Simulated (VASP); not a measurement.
# RbPd4N3 (Amm2) in VASP: further runs

The runs below take RbPd4N3 through single point, relaxation of cell and atoms, with PBE.

All numbers are computed with VASP 6.6.1; they aren't measurements. Logs are shortened: lines on timing, memory, paths and dates and some standing lists are left out, and cuts for length are marked.

### Step 1. The cell of the first run

It takes space group Amm2 (No. 38, orthorhombic). The conventional cell has a = 8.895 Å, b = 6.133 Å, c = 5.599 Å, α = 90.00°, β = 90.00°, γ = 90.00°. Within 4.0 Å of Rb (site symmetry mm2) lie 6 N at 3.03 to 3.84 Å and 4 Pd at 3.46 Å. Within 2.4 Å of Pd (site symmetry 1) lie 2 N at 1.84 to 2.00 Å. Within 2.4 Å of N (site symmetry m) lie 2 Pd at 1.84 Å. N (site symmetry mm2) has 4 Pd at 2.00 Å within 2.7 Å.

### Step 2. Single point, PBE

INCAR

```
PREC = Accurate ; ENCUT = 520
EDIFF = 1E-6 ; ISMEAR = 0
SIGMA = 0.15 ; LREAL = False
LASPH = True ; NELM = 100
ALGO = Normal ; ISIF = 2
LWAVE = False ; LCHARG = False
GGA = PE ; NBANDS = 42
```

KPOINTS

```
regular mesh
0
Gamma
  2 3 3
```

POSCAR

```
RbPd4N3
1.0
    8.8953603307      0.0000000000      0.0000000000
    0.0000000000      3.0667176498      2.7994687153
    0.0000000000     -3.0667176498      2.7994687153
Rb Pd N
1 4 3
Direct
    0.5000000000      0.5337580496      0.5337580496
    0.8435894264      0.4322820746      0.9008556376
    0.1564105736      0.9008556376      0.4322820746
    0.8435894264      0.9008556376      0.4322820746
    0.1564105736      0.4322820746      0.9008556376
    0.7465443591      0.1608810467      0.1608810467
    0.2534556409      0.1608810467      0.1608810467
    0.0000000000      0.6699026927      0.6699026927
```

Potentials or basis: VASP PAW PBE potentials, release 64 (Rb_sv, Pd, N).

Run with:

```sh
$ cat potpaw_PBE.64/Rb_sv/POTCAR potpaw_PBE.64/Pd/POTCAR potpaw_PBE.64/N/POTCAR > POTCAR
$ mpirun -np 1 vasp_std > vasp.out
```

OUTCAR:

```text
PREC = Accurate
   ENCUT = 520
   EDIFF = 1E-6
   ISMEAR = 0
   LREAL = False
   LASPH = True
   NELM = 100
   ISIF = 2
   GGA = PE

 ion  position               nearest neighbor table
   1  0.500  0.534  0.534-   6 3.03   7 3.03   4 3.46   5 3.46   2 3.46   3 3.46   2 4.03   5 4.03
                             3 4.03   4 4.03
   2  0.844  0.432  0.901-   6 1.84   8 2.00   5 2.78   4 2.81   4 2.81   4 2.87   4 3.26   1 3.46
                             1 4.03
   3  0.156  0.901  0.432-   7 1.84   8 2.00   4 2.78   5 2.81   5 2.81   5 2.87   5 3.26   1 3.46
                             1 4.03
   4  0.844  0.901  0.432-   6 1.84   8 2.00   3 2.78   2 2.81   2 2.81   2 2.87   2 3.26   1 3.46
                             1 4.03
   5  0.156  0.432  0.901-   7 1.84   8 2.00   2 2.78   3 2.81   3 2.81   3 2.87   3 3.26   1 3.46
                             1 4.03
   6  0.747  0.161  0.161-   2 1.84   4 1.84   1 3.03
   7  0.253  0.161  0.161-   3 1.84   5 1.84   1 3.03
   8  0.000  0.670  0.670-   2 2.00   3 2.00   4 2.00   5 2.00

  LATTYP: Found a base centered orthorhombic cell.
 ALAT       =     5.5989374306
 B/A-ratio  =     1.0954641618
 C/A-ratio  =     1.5887586602

  Lattice vectors:

 A1 = (   0.0000000000,   3.0667176498,   2.7994687153)
 A2 = (   0.0000000000,  -3.0667176498,   2.7994687153)
 A3 = (   8.8953603307,   0.0000000000,   0.0000000000)

Analysis of symmetry for initial positions (statically):
=====================================================================
 Subroutine PRICEL returns:
 Original cell was already a primitive cell.

 Routine SETGRP: Setting up the symmetry group for a
 base centered orthorhombic supercell.

 Subroutine GETGRP returns: Found  4 space group operations
 (whereof  4 operations were pure point group operations)
 out of a pool of  8 trial point group operations.

The static configuration has the point symmetry C_2v.

Analysis of symmetry for dynamics (positions and initial velocities):
=====================================================================
 Subroutine PRICEL returns:
 Original cell was already a primitive cell.

 Routine SETGRP: Setting up the symmetry group for a
 base centered orthorhombic supercell.

 Subroutine GETGRP returns: Found  4 space group operations
 (whereof  4 operations were pure point group operations)
 out of a pool of  8 trial point group operations.

The dynamic configuration has the point symmetry C_2v.

 Subroutine INISYM returns: Found  4 space group operations
 (whereof  4 operations are pure point group operations),
 and found     1 'primitive' translations

----------------------------------------------------------------------------------------

                                     Primitive cell

  volume of cell :     152.7365

  direct lattice vectors                    reciprocal lattice vectors
     8.895360331  0.000000000  0.000000000     0.112418155  0.000000000  0.000000000
     0.000000000  3.066717650  2.799468715     0.000000000  0.163040768  0.178605318
     0.000000000 -3.066717650  2.799468715     0.000000000 -0.163040768  0.178605318

  length of vectors
     8.895360331  4.152322511  4.152322511     0.112418155  0.241830832  0.241830832

  position of ions in fractional coordinates (direct lattice)
     0.500000000  0.533758050  0.533758050
     0.843589426  0.432282075  0.900855638
     0.156410574  0.900855638  0.432282075
     0.843589426  0.900855638  0.432282075
     0.156410574  0.432282075  0.900855638
     0.746544359  0.160881047  0.160881047
     0.253455641  0.160881047  0.160881047
     0.000000000  0.669902693  0.669902693

  ion indices of the primitive-cell ions
   primitive index   ion index
                 1           1
                 2           2
                 3           3
                 4           4
                 5           5
                 6           6
                 7           7
                 8           8

----------------------------------------------------------------------------------------

 KPOINTS: regular mesh

Automatic generation of k-mesh.
 Grid dimensions read from file:
 generate k-points for:    2    3    3

 Generating k-lattice:

  Cartesian coordinates                     Fractional coordinates (reciprocal lattice)
     0.056209078  0.000000000  0.000000000     0.500000000  0.000000000  0.000000000
     0.000000000  0.054346923  0.059535106     0.000000000  0.333333333  0.000000000
     0.000000000 -0.054346923  0.059535106     0.000000000  0.000000000  0.333333333

  Length of vectors
     0.056209078  0.080610277  0.080610277

  Shift w.r.t. Gamma in fractional coordinates (k-lattice)
     0.000000000  0.000000000  0.000000000

 Subroutine IBZKPT returns following result:
 ===========================================

 Found      8 irreducible k-points:

 Following reciprocal coordinates:
            Coordinates               Weight
  0.000000  0.000000  0.000000      1.000000
  0.500000  0.000000  0.000000      1.000000
  0.000000  0.333333  0.000000      4.000000
  0.500000  0.333333  0.000000      4.000000
  0.000000  0.333333  0.333333      2.000000
  0.500000  0.333333  0.333333      2.000000
  0.000000 -0.333333  0.333333      2.000000
  0.500000 -0.333333  0.333333      2.000000
   k-points           NKPTS =      8   k-points in BZ     NKDIM =      8   number of bands    NBANDS=     42
   number of dos      NEDOS =    301   number of ions     NIONS =      8
   total plane-waves  NPLWV =  71680
   dimension x,y,z NGX =    70 NGY =   32 NGZ =   32
   dimension x,y,z NGXF=   140 NGYF=   64 NGZF=   64
   ions per type =               1   4   3
   NGX,Y,Z   is equivalent  to a cutoff of  13.08, 12.81, 12.81 a.u.
   NGXF,Y,Z  is equivalent  to a cutoff of  26.16, 25.62, 25.62 a.u.
 SYSTEM =  unknown system
   PREC   = accura    normal or accurate (medium, high low for compatibility)
   ISTART =      0    job   : 0-new  1-cont  2-samecut
   ICHARG =      2    charge: 1-file 2-atom 10-const
   ISPIN  =      1    spin polarized calculation?
   LNONCOLLINEAR =      F non collinear calculations
   LSORBIT =      F    spin-orbit coupling
   LASPH  =      T    aspherical Exc in radial PAW
   ENCUT  =  520.0 eV  38.22 Ry    6.18 a.u.  16.54  7.72  7.72*2*pi/ulx,y,z
   NELM   =    100;   NELMIN=  2; NELMDL= -5     # of ELM steps
   EDIFF  = 0.1E-05   stopping-criterion for ELM
   LREAL  =      F    real-space projection
   EDIFFG = 0.1E-04   stopping-criterion for IOM
   NSW    =      0    number of steps for IOM
   IBRION =     -1    ionic relax: 0-MD 1-quasi-New 2-CG
   NFREE  =      0    steps in history (QN), initial steepest desc. (CG)
   ISIF   =      2    stress and relaxation
   ISYM   =      2    0-nonsym 1-usesym 2-fastsym
   POTIM  = 0.5000    time-step for ionic-motion
   TEBEG  =    0.0;   TEEND  =   0.0 temperature during run
   PSTRESS=    0.0 pullay stress
   NELECT =      64.0000    total number of electrons
   NUPDOWN=      -1.0000    fix difference up-down
   EMIN   =  10.00;   EMAX   =-10.00  energy-range for DOS
   EFERMI =   0.00;   METHOD = LEGACY
   ISMEAR =     0;   SIGMA  =   0.15  broadening in eV -4-tet -1-fermi 0-gaus
   EFERMI_NEDOS =   21; number of points for ismear=-14 and -15
   IALGO  =     38    algorithm
   IMIX   =      4    mixing-type and parameters
     AMIX     =   0.40;   BMIX     =  1.00
     AMIX_MAG =   1.60;   BMIX_MAG =  1.00
  volume/ion in A,a.u.               =      19.09       128.84
  Fermi-wavevector in a.u.,A,eV,Ry     =   1.225050  2.315009 20.418912  1.500748
  Thomas-Fermi vector in A             =   2.360102
   LORBIT       =      0    0 simple, 1 ext, 2 COOP (PROOUT), +10 PAW based schemes
   GGA     = PE    functional components
   LHFCALC =     F    Hartree Fock is set to
   AEXX    =    0.0000 exact exchange contribution
   IVDW    =     0    specifies the selected vdW correction
   LEPSILON=     F    determine dielectric tensor
   LRPA    =     F    only Hartree local field effects (RPA)
 non-spin polarized calculation
 Gauss-broadening in eV      SIGMA  =   0.15
  energy-cutoff  :      520.00
  volume of cell :      152.74
 maximum number of plane-waves:      4133
 NGX is ok and might be reduce to    70
   NGX = 33   NGY = 15   NGZ = 15

 number of electron      63.9999991 magnetization

 Free energy of the ion-electron system (eV)
  ---------------------------------------------------
  ext. energy  EPLUGINS =         0.00000000
  ---------------------------------------------------
  free energy    TOTEN  =       -41.91730765 eV

  energy without entropy =      -41.83572136  energy(sigma->0) =      -41.87651451

 E-fermi :   3.8485     XC(G=0):  -9.8037

 val. band max:        3.7703866667   @ k =   0.0000   0.3333   0.3333
 cond. band min:       3.8486953793   @ k =   0.5000  -0.3333   0.3333
 fundamental gap:      0.0783087126
 Fermi energy:         3.8485489852

 k-point     1 :       0.0000    0.0000    0.0000
  band No.  band energies     occupation
      1     -23.0869      2.00000
      2     -11.3715      2.00000
      3     -10.4437      2.00000
      4      -9.6688      2.00000
      5      -7.1452      2.00000
      6      -7.1240      2.00000
[... 34 lines left out ...]
     41       8.8062      0.00000
     42       9.2858      0.00000

 k-point     2 :       0.5000    0.0000    0.0000
  band No.  band energies     occupation
      1     -23.0868      2.00000
      2     -11.3773      2.00000
      3     -10.4257      2.00000
      4      -9.6832      2.00000
      5      -7.1395      2.00000
      6      -7.1237      2.00000
[... 34 lines left out ...]
     41       8.6915      0.00000
     42       8.9550      0.00000

 k-point     3 :       0.0000    0.3333    0.0000
  band No.  band energies     occupation
      1     -23.0736      2.00000
      2     -11.0305      2.00000
      3     -10.3404      2.00000
      4     -10.1031      2.00000
      5      -7.3311      2.00000
      6      -7.1367      2.00000
[... 177 lines left out ...]
      4     -10.2015      2.00000
      5      -7.3526      2.00000
      6      -7.2677      2.00000
[... 34 lines left out ...]
     41       9.6256      0.00000
     42       9.8498      0.00000

 k-point     8 :       0.5000   -0.3333    0.3333
  band No.  band energies     occupation
      1     -23.0609      2.00000
      2     -10.8915      2.00000
      3     -10.3026      2.00000
      4     -10.1989      2.00000
      5      -7.3530      2.00000
      6      -7.2673      2.00000
[... 34 lines left out ...]
     41       9.5076      0.00000
     42       9.5428      0.00000

------------------------ aborting loop because EDIFF is reached ----------------------------------------

  FORCE on cell =-STRESS in cart. coord.  units (eV):
  Direction    XX          YY          ZZ          XY          YZ          ZX
  --------------------------------------------------------------------------------------
  -------------------------------------------------------------------------------------
  Total        0.2673928     -0.0975863     -0.0547352      0.0000000      0.0000000      0.0000000
  in kB        2.8048994     -1.0236617     -0.5741616      0.0000000      0.0000000      0.0000000
  external PRESSURE =       0.4023587 kB  Pullay stress =       0.0000000 kB

 VOLUME and BASIS-vectors are now :
 -----------------------------------------------------------------------------
  energy-cutoff  :      520.00
  volume of cell :      152.74
      direct lattice vectors                 reciprocal lattice vectors
     8.895360331  0.000000000  0.000000000     0.112418155  0.000000000  0.000000000
     0.000000000  3.066717650  2.799468715     0.000000000  0.163040768  0.178605318
     0.000000000 -3.066717650  2.799468715     0.000000000 -0.163040768  0.178605318

 POSITION                                       TOTAL-FORCE (eV/Angst)
 -----------------------------------------------------------------------------------
      4.44768      0.00000      2.98848         0.000000      0.000000     -0.026159
      7.50403     -1.43698      3.73208        -0.000144      0.034043      0.007470
      1.39133      1.43698      3.73208         0.000144     -0.034043      0.007470
      7.50403      1.43698      3.73208        -0.000144     -0.034043      0.007470
      1.39133     -1.43698      3.73208         0.000144      0.034043      0.007470
      6.64078      0.00000      0.90076         0.012086      0.000000      0.003440
      2.25458      0.00000      0.90076        -0.012086      0.000000      0.003440
      0.00000      0.00000      3.75074         0.000000      0.000000     -0.010601
 -----------------------------------------------------------------------------------
    total drift:                                0.000000     -0.000000      0.001272

  FREE ENERGIE OF THE ION-ELECTRON SYSTEM (eV)
  ---------------------------------------------------
  free  energy   TOTEN  =       -41.9173076537 eV

  energy  without entropy=      -41.8357213649  energy(sigma->0) =      -41.87651451
```

Wall time 89 s (1 thread of Oxide Virtual Turin-like, shared host); peak memory 0.24 GiB.

What came out:

* Free energy: -41.9173 eV
* Pressure: 0.0 GPa
* Largest force: 0.035 eV/Å
* Band gap on the k mesh: zero (band 32 reaches 4.26 eV, above the bottom of band 33 at 3.73 eV)

Forces in eV/Å, atoms in the order of the input:
```
Rb   0.000  0.000 -0.026
Pd   0.000  0.034  0.007
Pd   0.000 -0.034  0.007
Pd   0.000 -0.034  0.007
Pd   0.000  0.034  0.007
N    0.012  0.000  0.003
N   -0.012  0.000  0.003
N    0.000  0.000 -0.011
```

Stress tensor (GPa, compression positive):
```
 0.28  0.00  0.00
 0.00 -0.10  0.00
 0.00  0.00 -0.06
```

Levels at points of the mesh, in eV from the Fermi level:
```
           k point  band 29  band 30  band 31  band 32  band 33  band 34
(0.00, 0.00, 0.00)    -1.16    -0.88    -0.61     0.41     0.55     1.51
(0.50, 0.00, 0.00)    -0.87    -0.84    -0.59     0.40     0.48     1.51
```

Caveat: the k points lie up to 0.51 Å⁻¹ apart.

### Step 3. Relaxation of cell and atoms, PBE

This run uses another cell than the first one, of 18.54 Å³/atom, 0.971 times its volume.

INCAR

```
ALGO = Normal ; EDIFF = 1E-6
EDIFFG = -0.08 ; ENCUT = 600
GGA = PE ; IBRION = 2
ISIF = 3 ; ISMEAR = 0
LASPH = True ; LCHARG = False
LREAL = False ; LWAVE = False
NELM = 100 ; NSW = 36
PREC = Accurate ; SIGMA = 0.15
```

KPOINTS

```
k-points
0
Gamma
  2 3 3
```

POSCAR

```
RbPd4N3
1.0
    7.9099377500      0.0000000000      0.0000000000
    0.0000000000      3.5577522600      2.6353271300
    0.0000000000     -3.5577522600      2.6353271300
Rb Pd N
1 4 3
Direct
    0.5000000000      0.5250711400      0.5250711400
    0.8589017000      0.3585314500      0.8924813600
    0.1410983000      0.8924813600      0.3585314500
    0.8589017000      0.8924813600      0.3585314500
    0.1410983000      0.3585314500      0.8924813600
    0.7209820400      0.2348506800      0.2348506800
    0.2790179600      0.2348506800      0.2348506800
    0.0000000000      0.6949001400      0.6949001400
```

Potentials or basis: VASP PAW PBE potentials, release 64 (Rb_sv, Pd, N).

Run with:

```sh
$ cat potpaw_PBE.64/Rb_sv/POTCAR potpaw_PBE.64/Pd/POTCAR potpaw_PBE.64/N/POTCAR > POTCAR
$ mpirun -np 1 vasp_std > vasp.out
```

It took 19 min on 1 thread of Oxide Virtual Turin-like, shared host; peak memory 0.28 GiB.

Results (log left out):

* Free energy: -41.9558 eV
* Relaxed volume: 18.41 Å³/atom
* Relaxed cell: a = 9.249 Å, b = 3.991 Å, c = 3.991 Å, α = 90.49°, β = 90.00°, γ = 90.00°
* Space group after relaxing (to 0.05 Å): Amm2 (No. 38)
* Energy gained by relaxing: 696.2 meV/atom
* Ionic steps: 24
* Pressure after relaxing: 0.0 GPa
* Largest force after relaxing: 0.070 eV/Å

Forces in eV/Å, atoms in the order of the input:
```
Rb   0.000  0.000 -0.027
Pd   0.065 -0.015  0.020
Pd  -0.065  0.015  0.020
Pd   0.065  0.015  0.020
Pd  -0.065 -0.015  0.020
N    0.020  0.000 -0.032
N   -0.020  0.000 -0.032
N    0.000  0.000  0.011
```

Stress tensor (GPa, compression positive):
```
-0.06  0.00  0.00
 0.00  0.04  0.00
 0.00  0.00  0.02
```

The path:
| step | energy change (eV) | largest force (eV/Å) | pressure (GPa) | volume (Å³) |
| --- | --- | --- | --- | --- |
| 1 | 0.0000 | 5.0640 | 2.50 | 148.32 |
| 2 | -1.6970 | 7.0694 | 10.42 | 152.15 |
| 3 | -3.4252 | 1.6501 | -0.82 | 151.11 |
| 4 | -4.1814 | 1.4702 | -0.11 | 149.46 |
| 5 | -5.0002 | 2.0553 | 7.30 | 143.57 |
| 6 | -5.0394 | 1.4809 | 4.86 | 145.04 |
| 7 | -5.4260 | 0.8529 | -0.33 | 151.41 |
| 8 | -5.4403 | 0.8379 | -1.16 | 152.75 |
| 9 | -5.4960 | 0.4748 | 0.47 | 152.04 |
| 10 | -5.5017 | 0.2269 | 0.04 | 152.20 |
| 11 | -5.5070 | 0.2107 | -0.14 | 152.26 |
| 12 | -5.5174 | 0.1645 | -0.70 | 152.42 |
| 13 | -5.5138 | 0.3498 | -1.77 | 152.74 |
| 14 | -5.5198 | 0.1994 | -1.14 | 152.54 |
| 15 | -5.5221 | 0.2017 | -1.08 | 152.38 |
| 16 | -5.5283 | 0.2079 | -0.90 | 151.91 |
| 17 | -5.5386 | 0.2203 | -0.58 | 150.96 |
| 18 | -5.5499 | 0.2458 | 0.10 | 149.08 |
| 19 | -5.5509 | 0.2561 | 0.39 | 148.32 |
| 20 | -5.5570 | 0.1425 | 0.09 | 148.17 |
| 21 | -5.5584 | 0.1608 | -0.16 | 148.05 |
| 22 | -5.5625 | 0.1325 | -0.04 | 147.79 |
| 23 | -5.5672 | 0.1409 | 0.25 | 147.01 |
| 24 | -5.5693 | 0.0698 | 0.00 | 147.32 |

Final structure:
```xyz
8
Lattice="9.2486 0.0000 0.0000 0.0000 2.8342 2.8101 0.0000 -2.8342 2.8101" Properties=species:S:1:pos:R:3 pbc="T T T"
Rb    4.6243    0.0000    3.2152
Pd    7.7614   -1.3367    3.7065
Pd    1.4871    1.3367    3.7065
Pd    7.7614    1.3367    3.7065
Pd    1.4871   -1.3367    3.7065
N     6.6614    0.0000    0.9093
N     2.5872    0.0000    0.9093
N     0.0000    0.0000    3.6988
```

Levels at points of the mesh, in eV from the Fermi level:
```csv
k point,band 29,band 30,band 31,band 32,band 33,band 34,band 35,band 36
"(0.00, 0.00, 0.00)",-1.46,-0.80,-0.67,-0.20,0.11,1.27,1.50,2.10
"(0.50, 0.00, 0.00)",-1.29,-0.80,-0.67,-0.43,0.12,1.25,1.47,2.69
```

Caveat: the k points lie up to 0.52 Å⁻¹ apart in the final cell; the relaxation stopped at a loose force limit of 0.08 eV/Å, so its end isn't a converged minimum.
